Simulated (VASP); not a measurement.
# P (Cmmm) in VASP: a series of runs, part 2 of 2

VASP 6.6.1. The steps go on from the part before.

## 4. Relaxation of cell and atoms, PBE

INCAR reads:

```
  PREC = Accurate
  ENCUT = 600
  EDIFF = 1E-7
  ISMEAR = 0
  SIGMA = 0.1
  LREAL = F
  LASPH = T
  NELM = 100
  ALGO = Normal
  ISIF = 3
  LWAVE = F
  LCHARG = F
  GGA = PE
  IBRION = 2
  NSW = 90
  EDIFFG = -0.04
```

KPOINTS reads:

```
Automatic mesh
0
Gamma
  6 6 6
```

POSCAR reads:

```
P
1.0
    1.7739628200     -4.0987675200      0.0000000000
    1.7739628200      4.0987675200      0.0000000000
    0.0000000000      0.0000000000      3.1431822600
P
3
Direct
    0.6780484600      0.3219515400      0.5000000000
    0.3219515400      0.6780484600      0.5000000000
    0.5000000000      0.5000000000      0.0000000000
```

The run is started by

```console
> cat potpaw_PBE.64/P/POTCAR > POTCAR
> mpirun -np 1 vasp_std > vasp.out
```

Run time: 9.9 min. Hardware: 1 thread of Intel Xeon 8259CL, shared host; peak memory 0.19 GiB.

The run converged. Its results:

| Quantity | Value |
| --- | --- |
| Free energy | -15.2543 eV |
| Relaxed volume | 18.48 Å³/atom |
| Relaxed cell | a = 4.880 Å, b = 4.880 Å, c = 3.713 Å, α = 90.00°, β = 90.00°, γ = 141.16° |
| Space group after relaxing (to 0.1 Å) | Cmmm (No. 65) |
| Energy gained by relaxing | 282.0 meV/atom |
| Ionic steps | 25 |
| Pressure after relaxing | -0.1 GPa |
| Largest force after relaxing | 0.022 eV/Å |
| Band gap on the k mesh | zero (an odd number of electrons rules out a gap without spin polarisation) |

Forces on the atoms (eV/Å):
```
P    0.000  0.022  0.000
P    0.000 -0.022  0.000
P    0.000  0.000  0.000
```

Stress tensor (GPa, compression positive):
```
-0.18  0.00  0.00
 0.00 -0.30  0.00
 0.00  0.00  0.12
```

The path:
| step | energy change (eV) | largest force (eV/Å) | pressure (GPa) | volume (Å³) |
| --- | --- | --- | --- | --- |
| 1 | 0.0000 | 0.8501 | 22.99 | 45.71 |
| 2 | -0.4983 | 0.7266 | -5.69 | 61.66 |
| 3 | -0.6367 | 0.5254 | 0.53 | 55.20 |
| 4 | -0.6366 | 0.5363 | 0.28 | 55.41 |
| 5 | -0.6513 | 0.1363 | -0.50 | 55.98 |
| 6 | -0.6515 | 0.0805 | -0.61 | 56.07 |
| 7 | -0.6612 | 0.0651 | -0.07 | 55.69 |
| 8 | -0.6793 | 0.0920 | 0.78 | 54.84 |
| 9 | -0.7104 | 0.4494 | 2.79 | 53.11 |
| 10 | -0.7120 | 0.4643 | 2.82 | 53.08 |
| 11 | -0.7169 | 0.5000 | 2.90 | 52.98 |
| 12 | -0.7291 | 0.6270 | 2.83 | 52.79 |
| 13 | -0.7325 | 0.9774 | 2.72 | 52.37 |
| 14 | -0.7362 | 0.7952 | 2.77 | 52.57 |
| 15 | -0.7461 | 0.7854 | 2.54 | 52.70 |
| 16 | -0.7698 | 0.7613 | 1.87 | 53.10 |
| 17 | -0.8018 | 0.7872 | 0.82 | 53.88 |
| 18 | -0.7993 | 0.4400 | -0.91 | 55.38 |
| 19 | -0.8145 | 0.6769 | 0.12 | 54.54 |
| 20 | -0.8305 | 0.4101 | 0.30 | 54.63 |
| 21 | -0.8413 | 0.0926 | 0.69 | 54.80 |
| 22 | -0.8437 | 0.0657 | 0.36 | 55.04 |
| 23 | -0.8456 | 0.0028 | -0.35 | 55.59 |
| 24 | -0.8456 | 0.0096 | -0.28 | 55.53 |
| 25 | -0.8460 | 0.0225 | -0.12 | 55.44 |

Final structure:
```xyz
3
Lattice="1.6224 -4.6021 0.0000 1.6224 4.6021 0.0000 0.0000 0.0000 3.7128" Properties=species:S:1:pos:R:3 pbc="T T T"
P     1.6224   -1.5714    1.8564
P     1.6224    1.5714    1.8564
P     1.6224    0.0000    0.0000
```

Levels at points of the mesh, in eV from the Fermi level:
```
           k point  band 3  band 4  band 5  band 6  band 7  band 8  band 9  band 10  band 11
(0.00, 0.00, 0.00)   -8.71   -4.99   -2.96   -1.59    0.05    0.61    1.28     1.59     2.12
(0.50, 0.00, 0.00)   -8.82   -5.84   -3.60   -2.80   -2.13   -0.97    1.93     2.49     2.92
(0.50, 0.50, 0.00)   -4.00   -3.72   -3.65   -3.37   -3.23    1.04    1.84     2.09     3.88
(0.00, 0.00, 0.50)   -7.40   -6.65   -4.55   -3.05   -2.71    1.57    2.26     2.88     7.57
(0.50, 0.00, 0.50)  -10.22   -6.69   -5.11   -4.16   -3.03   -0.79    1.45     1.60     3.39
(0.50, 0.50, 0.50)  -10.42   -7.07   -2.90   -1.23    1.37    1.41    2.44     2.46     2.91
```

Caveat: the volume moved by over 15 % at a fixed basis, so the end points are rough.

## 5. Single point, PBE

This run uses another cell than the first one, of 18.58 Å³/atom.

INCAR reads:

```
PREC = Accurate
ENCUT = 520
EDIFF = 1E-6
ISMEAR = 0
SIGMA = 0.1
LREAL = F
LASPH = T
NELM = 80
ALGO = Normal
ISIF = 2
LWAVE = F
LCHARG = T
GGA = PE
LELF = T
LVHAR = T
NBANDS = 14
```

KPOINTS reads:

```
Automatic mesh
0
Gamma
  16 16 12
```

POSCAR reads:

```
P
1.0
    1.5961667958     -4.5679548752      0.0000000000
    1.5961667958      4.5679548752      0.0000000000
    0.0000000000      0.0000000000      3.8224266237
P
3
Direct
    0.6688664259      0.3311335741      0.5000000000
    0.3311335741      0.6688664259      0.5000000000
    0.5000000000      0.5000000000      0.0000000000
```

Potentials or basis: VASP PAW PBE potentials, release 64 (P).

The run is started by

```console
> cat potpaw_PBE.64/P/POTCAR > POTCAR
> mpirun -np 1 vasp_std > vasp.out
```

OUTCAR:

```text
PREC = Accurate
   ENCUT = 520
   EDIFF = 1E-6
   ISMEAR = 0
   LREAL = F
   LASPH = T
   NELM = 80
   ISIF = 2
   GGA = PE

 ion  position               nearest neighbor table
   1  0.669  0.331  0.500-   2 2.18   2 2.18   3 2.46   3 2.46
   2  0.331  0.669  0.500-   1 2.18   1 2.18   3 2.46   3 2.46
   3  0.500  0.500  0.000-   1 2.46   2 2.46   1 2.46   2 2.46

  LATTYP: Found a base centered orthorhombic cell.
 ALAT       =     3.1923335916
 B/A-ratio  =     2.8618280290
 C/A-ratio  =     1.1973769389

  Lattice vectors:

 A1 = (   1.5961667958,  -4.5679548752,   0.0000000000)
 A2 = (   1.5961667958,   4.5679548752,   0.0000000000)
 A3 = (   0.0000000000,   0.0000000000,   3.8224266237)

Analysis of symmetry for initial positions (statically):
=====================================================================
 Subroutine PRICEL returns:
 Original cell was already a primitive cell.

 Routine SETGRP: Setting up the symmetry group for a
 base centered orthorhombic supercell.

 Subroutine GETGRP returns: Found  8 space group operations
 (whereof  8 operations were pure point group operations)
 out of a pool of  8 trial point group operations.

The static configuration has the point symmetry D_2h.

Analysis of symmetry for dynamics (positions and initial velocities):
=====================================================================
 Subroutine PRICEL returns:
 Original cell was already a primitive cell.

 Routine SETGRP: Setting up the symmetry group for a
 base centered orthorhombic supercell.

 Subroutine GETGRP returns: Found  8 space group operations
 (whereof  8 operations were pure point group operations)
 out of a pool of  8 trial point group operations.

The dynamic configuration has the point symmetry D_2h.

 Subroutine INISYM returns: Found  8 space group operations
 (whereof  8 operations are pure point group operations),
 and found     1 'primitive' translations
[... 125 lines left out ...]
   IVDW    =     0    specifies the selected vdW correction
   LEPSILON=     F    determine dielectric tensor
   LRPA    =     F    only Hartree local field effects (RPA)
 non-spin polarized calculation
 Gauss-broadening in eV      SIGMA  =   0.10
  energy-cutoff  :      520.00
  volume of cell :       55.74
 maximum number of plane-waves:      1521
   NGX = 17   NGY = 17   NGZ = 15

 number of electron      15.0000000 magnetization

 Free energy of the ion-electron system (eV)
  ---------------------------------------------------
  ext. energy  EPLUGINS =         0.00000000
  ---------------------------------------------------
  free energy    TOTEN  =       -15.29972388 eV

  energy without entropy =      -15.29518649  energy(sigma->0) =      -15.29745519

 E-fermi :   6.6745     XC(G=0):  -9.9860

 val. band max:        6.6646390987   @ k =   0.3125   0.3125   0.3333
 cond. band min:       6.6776898079   @ k =  -0.3125   0.2500   0.4167
 fundamental gap:      0.0130507092
 Fermi energy:         6.6744716687

 k-point     1 :       0.0000    0.0000    0.0000
  band No.  band energies     occupation
      1      -8.7487      2.00000
      2      -3.5221      2.00000
      3      -1.8711      2.00000
      4       1.3837      2.00000
      5       4.0492      2.00000
      6       4.5491      2.00000
      7       6.9423      0.00015
      8       7.1456      0.00000
      9       7.7643      0.00000
     10       8.0296      0.00000
     11       8.9911      0.00000
     12      10.5661      0.00000
     13      12.5866      0.00000
     14      13.0021      0.00000
[... 377 lines left out ...]
      1      -8.7264      2.00000
      2      -3.7392      2.00000
      3      -1.6337      2.00000
      4       1.4073      2.00000
      5       4.0286      2.00000
      6       4.5530      2.00000
      7       6.6817      0.91849
      8       6.9947      0.00001
      9       7.9463      0.00000
     10       8.2672      0.00000
     11       8.9002      0.00000
     12      10.7735      0.00000
     13      12.5328      0.00000
     14      13.0536      0.00000

 [... further k-points ...]

------------------------ aborting loop because EDIFF is reached ----------------------------------------

  FORCE on cell =-STRESS in cart. coord.  units (eV):
  Direction    XX          YY          ZZ          XY          YZ          ZX
  --------------------------------------------------------------------------------------
  -------------------------------------------------------------------------------------
  Total       -0.0855893     -0.1118147     -0.0172170      0.0000000      0.0000000      0.0000000
  in kB       -2.4601465     -3.2139585     -0.4948801      0.0000000      0.0000000      0.0000000
  external PRESSURE =      -2.0563284 kB  Pullay stress =       0.0000000 kB

 VOLUME and BASIS-vectors are now :
 -----------------------------------------------------------------------------
  energy-cutoff  :      520.00
  volume of cell :       55.74
      direct lattice vectors                 reciprocal lattice vectors
     1.596166796 -4.567954875  0.000000000     0.313250471 -0.109458174  0.000000000
     1.596166796  4.567954875  0.000000000     0.313250471  0.109458174  0.000000000
     0.000000000  0.000000000  3.822426624     0.000000000  0.000000000  0.261613917

 POSITION                                       TOTAL-FORCE (eV/Angst)
 -----------------------------------------------------------------------------------
      1.59617     -1.54275      1.91121         0.000000     -0.046304      0.000000
      1.59617      1.54275      1.91121         0.000000      0.046304      0.000000
      1.59617      0.00000      0.00000        -0.000000     -0.000000      0.000000
 -----------------------------------------------------------------------------------
    total drift:                               -0.000000     -0.000000     -0.000000

  FREE ENERGIE OF THE ION-ELECTRON SYSTEM (eV)
  ---------------------------------------------------
  free  energy   TOTEN  =       -15.2997238800 eV

  energy  without entropy=      -15.2951864909  energy(sigma->0) =      -15.29745519
```

OSZICAR:

```text
N       E                     dE             d eps       ncg     rms          rms(c)
DAV:   1     0.419188244616E+02    0.41919E+02   -0.60308E+03 14308   0.880E+02
DAV:   2    -0.127437151538E+02   -0.54663E+02   -0.50130E+02 19134   0.143E+02
DAV:   3    -0.153629206333E+02   -0.26192E+01   -0.25801E+01 18908   0.319E+01
DAV:   4    -0.153934789958E+02   -0.30558E-01   -0.30528E-01 17492   0.413E+00
DAV:   5    -0.153940068176E+02   -0.52782E-03   -0.52777E-03 19538   0.519E-01    0.845E+00
DAV:   6    -0.153261569716E+02    0.67850E-01   -0.43317E-02 17548   0.134E+00    0.500E+00
DAV:   7    -0.152992692979E+02    0.26888E-01   -0.62174E-02 17836   0.149E+00    0.325E-01
DAV:   8    -0.152995809549E+02   -0.31166E-03   -0.48080E-03 17560   0.473E-01    0.190E-01
DAV:   9    -0.152996501974E+02   -0.69243E-04   -0.32886E-04 18916   0.116E-01    0.998E-02
DAV:  10    -0.152997078604E+02   -0.57663E-04   -0.10386E-04 17812   0.619E-02    0.236E-02
DAV:  11    -0.152997222732E+02   -0.14413E-04   -0.15508E-05 18948   0.272E-02    0.904E-03
DAV:  12    -0.152997238006E+02   -0.15274E-05   -0.27934E-06 18366   0.111E-02    0.401E-03
DAV:  13    -0.152997238800E+02   -0.79405E-07   -0.34011E-07 10514   0.395E-03
   1 F= -.15299724E+02 E0= -.15297455E+02  d E =-.453739E-02
```

Wall time 8.6 min (1 thread of Intel Xeon 8259CL, shared host); peak memory 0.4 GiB.

What came out:

| Item | Value |
| --- | --- |
| Free energy | -15.2997 eV |
| Pressure | -0.2 GPa |
| Largest force | 0.046 eV/Å |
| Band gap on the k mesh | zero (an odd number of electrons rules out a gap without spin polarisation) |

Forces on the atoms (eV/Å):
```
P    0.000 -0.046  0.000
P    0.000  0.046  0.000
P    0.000  0.000  0.000
```

## 6. The runs side by side

| task | cell | k mesh | cutoff (eV) | gap on the mesh (eV) | pressure (GPa) | largest force (eV/Å) |
| --- | --- | --- | --- | --- | --- | --- |
| single point | a = 4.466, b = 4.466, c = 3.143 Å, angles 90.0, 90.0, 133.2°, 3 atoms, atomic positions A | 6 × 6 × 6 | 520 | none | 23.0 | 0.85 |
| single point | a = 4.880, b = 4.880, c = 3.703 Å, angles 90.0, 90.0, 141.1°, 3 atoms, atomic positions B | 6 × 6 × 6 | 520 | none | -0.1 | 0.03 |
| relaxation of cell and atoms | relaxed from a = 4.466, b = 4.466, c = 3.143 Å, angles 90.0, 90.0, 133.2°, 3 atoms, atomic positions A | 6 × 6 × 6 | 600 | none | -0.1 | 0.02 |
| single point | a = 4.839, b = 4.839, c = 3.822 Å, angles 90.0, 90.0, 141.5°, 3 atoms, atomic positions C | 16 × 16 × 12 | 520 | none | -0.2 | 0.05 |

Alike in all rows: level PBE; potentials or basis VASP PAW PBE potentials, release 64 (P); no spin polarisation; smearing gaussian 0.1 eV.

Caveats: the cell stands under pressure (at least some runs); the volume moved by over 15 % at a fixed basis, so the end points are rough (at least some runs).

Absolute energies hang on the potentials; compare differences alone.
